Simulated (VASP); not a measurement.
# Ir (Fm-3m) in VASP: notebook

Ir is run at these levels: PBEsol+D3(BJ); tasks: single point.

Everything below comes from runs of VASP 6.6.1. Logs are shortened: lines on timing, memory, paths and dates and some standing lists are left out, and cuts for length are marked.

## 1. The cell of the first run

The structure is cubic, space group Fm-3m (No. 225). Conventional cell: a = 3.811 Å, b = 3.811 Å, c = 3.811 Å, α = 90.00°, β = 90.00°, γ = 90.00°. Ir (site symmetry m-3m) has 12 Ir at 2.69 Å within 3.6 Å.

## 2. Single point, PBEsol+D3(BJ)

Input file INCAR:

```
  PREC = Accurate
  ENCUT = 500
  EDIFF = 1E-6
  ISMEAR = 0
  SIGMA = 0.1
  LREAL = F
  LASPH = T
  NELM = 120
  ALGO = Normal
  ISIF = 2
  LWAVE = F
  LCHARG = F
  GGA = PS
  IVDW = 12
  NBANDS = 10
  GGA_COMPAT = F
```

Input file KPOINTS:

```
regular mesh
0
Gamma
  10 10 10
```

Input file POSCAR:

```
Ir
1.0
    0.0000000000      1.9055130727      1.9055130727
    1.9055130727      0.0000000000      1.9055130727
    1.9055130727      1.9055130727      0.0000000000
Ir
1
Direct
    0.0000000000      0.0000000000      0.0000000000
```

Potentials or basis: VASP PAW PBE potentials, release 64 (Ir).

On the command line:

```sh
cat potpaw_PBE.64/Ir/POTCAR > POTCAR
mpirun -np 1 vasp_std > vasp.out
```

OUTCAR:

```text
PREC = Accurate
   ENCUT = 500
   EDIFF = 1E-6
   ISMEAR = 0
   LREAL = F
   LASPH = T
   NELM = 120
   ISIF = 2
   GGA = PS
   IVDW = 12
 IVDW          = 12

 ion  position               nearest neighbor table
   1  0.000  0.000  0.000-

  LATTYP: Found a face centered cubic cell.
 ALAT       =     3.8110261454

  Lattice vectors:

 A1 = (   0.0000000000,   1.9055130727,   1.9055130727)
 A2 = (   1.9055130727,   0.0000000000,   1.9055130727)
 A3 = (   1.9055130727,   1.9055130727,   0.0000000000)

Analysis of symmetry for initial positions (statically):
=====================================================================
 Subroutine PRICEL returns:
 Original cell was already a primitive cell.

 Routine SETGRP: Setting up the symmetry group for a
 face centered cubic supercell.

 Subroutine GETGRP returns: Found 48 space group operations
 (whereof 48 operations were pure point group operations)
 out of a pool of 48 trial point group operations.

The static configuration has the point symmetry O_h .

Analysis of symmetry for dynamics (positions and initial velocities):
=====================================================================
 Subroutine PRICEL returns:
 Original cell was already a primitive cell.

 Routine SETGRP: Setting up the symmetry group for a
 face centered cubic supercell.

 Subroutine GETGRP returns: Found 48 space group operations
 (whereof 48 operations were pure point group operations)
 out of a pool of 48 trial point group operations.

The dynamic configuration has the point symmetry O_h .

 Subroutine INISYM returns: Found 48 space group operations
 (whereof 48 operations are pure point group operations),
 and found     1 'primitive' translations

----------------------------------------------------------------------------------------

                                     Primitive cell

  volume of cell :      13.8378

  direct lattice vectors                    reciprocal lattice vectors
     0.000000000  1.905513073  1.905513073    -0.262396520  0.262396520  0.262396520
     1.905513073  0.000000000  1.905513073     0.262396520 -0.262396520  0.262396520
     1.905513073  1.905513073  0.000000000     0.262396520  0.262396520 -0.262396520

  length of vectors
     2.694802431  2.694802431  2.694802431     0.454484105  0.454484105  0.454484105

  position of ions in fractional coordinates (direct lattice)
     0.000000000  0.000000000  0.000000000

  ion indices of the primitive-cell ions
   primitive index   ion index
                 1           1

----------------------------------------------------------------------------------------

 KPOINTS: regular mesh

Automatic generation of k-mesh.
 Grid dimensions read from file:
 generate k-points for:   10   10   10

 Generating k-lattice:

  Cartesian coordinates                     Fractional coordinates (reciprocal lattice)
    -0.026239652  0.026239652  0.026239652     0.100000000  0.000000000  0.000000000
     0.026239652 -0.026239652  0.026239652     0.000000000  0.100000000  0.000000000
     0.026239652  0.026239652 -0.026239652     0.000000000  0.000000000  0.100000000

  Length of vectors
     0.045448411  0.045448411  0.045448411

  Shift w.r.t. Gamma in fractional coordinates (k-lattice)
     0.000000000  0.000000000  0.000000000

 Subroutine IBZKPT returns following result:
 ===========================================

 Found     47 irreducible k-points:

 Following reciprocal coordinates:
            Coordinates               Weight
  0.000000  0.000000  0.000000      1.000000
  0.100000  0.000000  0.000000      8.000000
  0.200000  0.000000  0.000000      8.000000
  0.300000  0.000000  0.000000      8.000000
  0.400000  0.000000  0.000000      8.000000
  0.500000  0.000000  0.000000      4.000000
[... 16 lines left out ...]
  0.300000  0.300000  0.000000      6.000000
  0.400000  0.300000  0.000000     24.000000
 [... further k-points ...]
   k-points           NKPTS =     47   k-points in BZ     NKDIM =     47   number of bands    NBANDS=     10
   number of dos      NEDOS =    301   number of ions     NIONS =      1
   total plane-waves  NPLWV =   8000
   dimension x,y,z NGX =    20 NGY =   20 NGZ =   20
   dimension x,y,z NGXF=    40 NGYF=   40 NGZF=   40
   ions per type =               1
   NGX,Y,Z   is equivalent  to a cutoff of  12.34, 12.34, 12.34 a.u.
   NGXF,Y,Z  is equivalent  to a cutoff of  24.68, 24.68, 24.68 a.u.
 SYSTEM =  unknown system
   PREC   = accura    normal or accurate (medium, high low for compatibility)
   ISTART =      0    job   : 0-new  1-cont  2-samecut
   ICHARG =      2    charge: 1-file 2-atom 10-const
   ISPIN  =      1    spin polarized calculation?
   LNONCOLLINEAR =      F non collinear calculations
   LSORBIT =      F    spin-orbit coupling
   LASPH  =      T    aspherical Exc in radial PAW
   ENCUT  =  500.0 eV  36.75 Ry    6.06 a.u.   4.91  4.91  4.91*2*pi/ulx,y,z
   NELM   =    120;   NELMIN=  2; NELMDL= -5     # of ELM steps
   EDIFF  = 0.1E-05   stopping-criterion for ELM
   LREAL  =      F    real-space projection
   EDIFFG = 0.1E-04   stopping-criterion for IOM
   NSW    =      0    number of steps for IOM
   IBRION =     -1    ionic relax: 0-MD 1-quasi-New 2-CG
   NFREE  =      0    steps in history (QN), initial steepest desc. (CG)
   ISIF   =      2    stress and relaxation
   ISYM   =      2    0-nonsym 1-usesym 2-fastsym
   POTIM  = 0.5000    time-step for ionic-motion
   TEBEG  =    0.0;   TEEND  =   0.0 temperature during run
   PSTRESS=    0.0 pullay stress
   NELECT =       9.0000    total number of electrons
   NUPDOWN=      -1.0000    fix difference up-down
   EMIN   =  10.00;   EMAX   =-10.00  energy-range for DOS
   EFERMI =   0.00;   METHOD = LEGACY
   ISMEAR =     0;   SIGMA  =   0.10  broadening in eV -4-tet -1-fermi 0-gaus
   EFERMI_NEDOS =   21; number of points for ismear=-14 and -15
   IALGO  =     38    algorithm
   IMIX   =      4    mixing-type and parameters
     AMIX     =   0.40;   BMIX     =  1.00
     AMIX_MAG =   1.60;   BMIX_MAG =  1.00
  volume/ion in A,a.u.               =      13.84        93.38
  Fermi-wavevector in a.u.,A,eV,Ry     =   1.418405  2.680398 27.373209  2.011874
  Thomas-Fermi vector in A             =   2.539534
   LORBIT       =      0    0 simple, 1 ext, 2 COOP (PROOUT), +10 PAW based schemes
   GGA     = PS    functional components
   LHFCALC =     F    Hartree Fock is set to
   AEXX    =    0.0000 exact exchange contribution
   IVDW    =    12    specifies the selected vdW correction
   LEPSILON=     F    determine dielectric tensor
   LRPA    =     F    only Hartree local field effects (RPA)
 non-spin polarized calculation
 Gauss-broadening in eV      SIGMA  =   0.10
  energy-cutoff  :      500.00
  volume of cell :       13.84
 maximum number of plane-waves:       364
   NGX =  9   NGY =  9   NGZ =  9

 number of electron       9.0000001 magnetization

 Free energy of the ion-electron system (eV)
  ---------------------------------------------------
  ext. energy  EPLUGINS =         0.00000000
  ---------------------------------------------------
  free energy    TOTEN  =        -9.82047908 eV

  energy without entropy =       -9.81486360  energy(sigma->0) =       -9.81767134

 E-fermi :  10.7163     XC(G=0): -14.2314

 val. band max:       10.6965737858   @ k =  -0.3000   0.3000   0.1000
 cond. band min:      10.7340852636   @ k =  -0.4000   0.5000   0.1000
 fundamental gap:      0.0375114778
 Fermi energy:        10.7163300248

 k-point     1 :       0.0000    0.0000    0.0000
  band No.  band energies     occupation
      1      -0.7969      2.00000
      2       6.5955      2.00000
      3       6.5955      2.00000
      4       6.5955      2.00000
      5       9.4147      2.00000
      6       9.4147      2.00000
      7      24.9027      0.00000
      8      30.6183      0.00000
      9      30.6183      0.00000
     10      30.6183      0.00000

 k-point     2 :       0.1000    0.0000    0.0000
  band No.  band energies     occupation
      1      -0.3489      2.00000
      2       6.3655      2.00000
      3       6.7829      2.00000
      4       6.7829      2.00000
      5       9.3007      2.00000
      6       9.3007      2.00000
      7      25.6679      0.00000
      8      28.6979      0.00000
      9      31.3655      0.00000
     10      31.3655      0.00000

 k-point     3 :       0.2000    0.0000    0.0000
  band No.  band energies     occupation
      1       0.8126      2.00000
      2       6.0106      2.00000
      3       7.0710      2.00000
      4       7.0710      2.00000
      5       9.3117      2.00000
      6       9.3117      2.00000
      7      25.8222      0.00000
      8      27.3350      0.00000
      9      33.3810      0.00000
     10      33.3810      0.00000

 k-point     4 :       0.3000    0.0000    0.0000
  band No.  band energies     occupation
      1       1.9387      2.00000
      2       6.4776      2.00000
      3       6.9365      2.00000
      4       6.9365      2.00000
      5      10.0507      2.00000
      6      10.0507      2.00000
      7      23.0599      0.00000
      8      26.8617      0.00000
      9      34.4730      0.00000
     10      34.4730      0.00000
[... 222 lines left out ...]
 k-point    22 :      -0.2000    0.2000    0.0000
  band No.  band energies     occupation
      1       2.9586      2.00000
      2       5.3472      2.00000
      3       6.5588      2.00000
      4       8.0785      2.00000
      5       8.3608      2.00000
      6      11.9309      0.00000
      7      24.2817      0.00000
      8      27.6211      0.00000
      9      29.4662      0.00000
     10      31.7052      0.00000

 k-point    23 :       0.3000    0.3000    0.0000
  band No.  band energies     occupation
      1       2.7725      2.00000
      2       4.0346      2.00000
      3       7.7665      2.00000
      4       9.5075      2.00000
      5       9.5075      2.00000
      6      10.7470      0.66449
      7      27.2575      0.00000
      8      27.2575      0.00000
      9      28.4876      0.00000
     10      31.4579      0.00000

 k-point    24 :       0.4000    0.3000    0.0000
  band No.  band energies     occupation
      1       3.0642      2.00000
      2       3.8076      2.00000
      3       7.8684      2.00000
      4       9.7462      2.00000
      5      11.4566      0.00000
      6      11.4637      0.00000
      7      23.6367      0.00000
      8      25.9010      0.00000
      9      26.9229      0.00000
     10      31.8965      0.00000

 [... further k-points ...]

------------------------ aborting loop because EDIFF is reached ----------------------------------------

 Edisp (eV)   -0.73085

 E8    (eV) :    -0.5047

  FORCE on cell =-STRESS in cart. coord.  units (eV):
  Direction    XX          YY          ZZ          XY          YZ          ZX
  --------------------------------------------------------------------------------------
  -------------------------------------------------------------------------------------
  Total      -0.11148    -0.11148    -0.11148     0.00000     0.00000     0.00000
  in kB     -12.90741   -12.90741   -12.90741     0.00000     0.00000     0.00000
  external pressure =      -12.91 kB  Pullay stress =        0.00 kB

 VOLUME and BASIS-vectors are now :
 -----------------------------------------------------------------------------
  energy-cutoff  :      500.00
  volume of cell :       13.84
      direct lattice vectors                 reciprocal lattice vectors
     0.000000000  1.905513073  1.905513073    -0.262396520  0.262396520  0.262396520
     1.905513073  0.000000000  1.905513073     0.262396520 -0.262396520  0.262396520
     1.905513073  1.905513073  0.000000000     0.262396520  0.262396520 -0.262396520

 POSITION                                       TOTAL-FORCE (eV/Angst)
 -----------------------------------------------------------------------------------
      0.00000      0.00000      0.00000        -0.000000      0.000000      0.000000
 -----------------------------------------------------------------------------------
    total drift:                                0.000000     -0.000000     -0.000000

  FREE ENERGIE OF THE ION-ELECTRON SYSTEM (eV)
  ---------------------------------------------------
  free  energy   TOTEN  =       -10.5513308644 eV

  energy  without entropy=      -10.5457153821  energy(sigma->0) =      -10.54852312
```

It took 9.1 s on 1 thread of Intel Xeon 8259CL, shared host; peak memory 0.14 GiB.

What came out:

```
Free energy                : -10.5513 eV
Pressure                   : -1.3 GPa
Dispersion energy per atom : -0.731 eV
```

Caveat: three body term missing; the PAW data sets were made with another functional, which shifts forces and pressure a little; spin-orbit coupling is left out, which moves the levels of the heavy elements; pairwise dispersion overbinds metals, which lowers pressure and volume.

## 3. Single point, PBEsol+D3(BJ)

This run uses another cell than the first one, of 14.06 Å³/atom, 1.016 times its volume.

Input file INCAR:

```
SYSTEM = Ir
PREC = Accurate ; ENCUT = 500
EDIFF = 1E-6 ; ISMEAR = 0
SIGMA = 0.1 ; LREAL = .False.
LASPH = .True. ; NELM = 120
ALGO = Normal ; ISIF = 2
LWAVE = .False. ; LCHARG = .False.
GGA = PS ; IVDW = 12
NBANDS = 10 ; GGA_COMPAT = .False.
```

Input file KPOINTS:

```
regular mesh
0
Gamma
  10 10 10
  0 0 0
```

Input file POSCAR:

```
Ir
1.0
    0.0000000000      1.9156000000      1.9156000000
    1.9156000000      0.0000000000      1.9156000000
    1.9156000000      1.9156000000      0.0000000000
Ir
1
Direct
    0.0000000000      0.0000000000      0.0000000000
```

Potentials or basis: VASP PAW PBE potentials, release 64 (Ir).

On the command line:

```sh
cat potpaw_PBE.64/Ir/POTCAR > POTCAR
mpirun -np 1 vasp_std > vasp.out
```

Run time: 9.7 s. Hardware: 1 thread of Intel Xeon 8259CL, shared host; peak memory 0.14 GiB.

It converged, with:

```
Free energy                : -10.5453 eV
Pressure                   : -7.5 GPa
Dispersion energy per atom : -0.719 eV
```

Levels at points of the mesh, in eV from the Fermi level:
```tsv
k point	band 1	band 2	band 3	band 4	band 5	band 6	band 7	band 8
(0.00, 0.00, 0.00)	-11.34	-4.02	-4.02	-4.02	-1.27	-1.27	14.22	19.84
(0.50, 0.00, 0.00)	-8.29	-4.12	-4.12	-0.91	0.84	0.84	7.21	13.76
(0.50, 0.50, 0.00)	-8.09	-7.52	0.82	1.42	1.42	1.57	10.47	11.61
```

Caveat: three body term missing; the PAW data sets were made with another functional, which shifts forces and pressure a little; spin-orbit coupling is left out, which moves the levels of the heavy elements; pairwise dispersion overbinds metals, which lowers pressure and volume.
